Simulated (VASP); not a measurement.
Write the native input for VASP 6.6.1 that does the following.

| Item | Value |
| --- | --- |
| Task | single point |
| Functional | PBEsol |
| Potentials or basis | VASP PAW PBE potentials, release 64 (Ru_pv, Cl) |
| Cutoff | 520 eV |
| k mesh | 6 × 6 × 2 |
| Occupations | gaussian, width 0.05 eV |
| Spin | collinear spin, ferrimagnetic start |
| Starting moments | [1.0, -0.5, 0.0, 0.0, 0.0, 0.0] μB |
| Dipole correction | no |
| Further INCAR settings | ALGO = Normal; EDIFF = 1e-06; NBANDS = 41 |

The structure of RuCl2 lies in POSCAR:

```
RuCl2
1.0
    3.5496909800      0.0000000000      0.0000000000
   -1.7748454900      3.0741225600      0.0000000000
    0.0000000000      0.0000000000     11.4527765400
Ru Cl
2 4
Direct
    0.0000000000      0.0000000000      0.0000000000
    0.0000000000      0.0000000000      0.5000000000
    0.3333333333      0.6666666667      0.1260000000
    0.3333333333      0.6666666667      0.6260000000
    0.6666666667      0.3333333333      0.3740000000
    0.6666666667      0.3333333333      0.8740000000
```

One way to write it, as run:

INCAR

```
PREC = Accurate
ENCUT = 520
EDIFF = 1E-6
ISMEAR = 0
SIGMA = 0.05
LREAL = False
LASPH = True
NELM = 150
ALGO = Normal
ISIF = 2
LWAVE = False
LCHARG = False
ISPIN = 2
MAGMOM = 1 -0.5 0 0 0 0
LORBIT = 11
LMAXMIX = 4
GGA = PS
NBANDS = 41
```

KPOINTS

```
regular mesh
0
Gamma
  6 6 2
```

Potentials or basis: VASP PAW PBE potentials, release 64 (Ru_pv, Cl).

Launch:

```console
$ cat potpaw_PBE.64/Ru_pv/POTCAR potpaw_PBE.64/Cl/POTCAR > POTCAR
$ mpirun -np 1 vasp_std > vasp.out
```

It gave:

| Item | Value |
| --- | --- |
| Pressure | -10.5 GPa |
| Largest force | 1.969 eV/Å |
| Band gap on the k mesh | 0.58 eV |
| Net moment | 0.00 μB per cell |
| Valence electrons inside the program's atomic spheres | Ru 12.37; Cl 5.00 |

Caveat: the cell stands under tension; the PAW data sets were made with another functional, which shifts forces and pressure a little.

It took 2.3 min on 1 thread of Intel(R) Xeon(R) Platinum 8375C CPU @ 2.90GHz (Ice Lake) (shared host), peak memory 0.34 GiB.
